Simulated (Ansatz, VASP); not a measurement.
## Two plane-wave programs on ZnTe3O

```
Zn Te O
1.0
     4.68985    0.00000    0.00000
     0.00000    4.68985    0.00000
     0.00000    0.00000    4.68985
Zn Te O
1 3 1
Cartesian
  0.0000 0.0000 0.0000
  2.3449 0.0000 0.0000
  0.0000 2.3449 0.0000
  0.0000 0.0000 2.3449
  2.3449 2.3449 2.3449
```

Change from the starting cell: species swapped into the KMgF3 type (Pm-3m, No. 221).

Alike in both runs: task single point; functional PBE; k mesh 4 × 4 × 4; occupations gaussian, width 0.1 eV; no spin polarisation.

```csv
,VASP,Ansatz
version,VASP 6.6.1,Ansatz 0.2.0
potentials or method,"VASP PAW PBE potentials, release 64 (Zn, Te, O), cutoff 520 eV","scalar-relativistic, plane waves, PAW"
valence electrons in the cell,36,66
```

```csv
,VASP,Ansatz,Ansatz less VASP
gap on the k mesh at the Fermi level (eV),none,none,-
pressure (GPa),25.7,25.7,0.00
```

A gap of «none» marks a metal or a gap that the smearing closes. VASP's potentials hold 36 valence electrons a cell and Ansatz's 66, so a difference there can come from the potentials and not from the codes.

Neither program's run includes spin-orbit coupling.
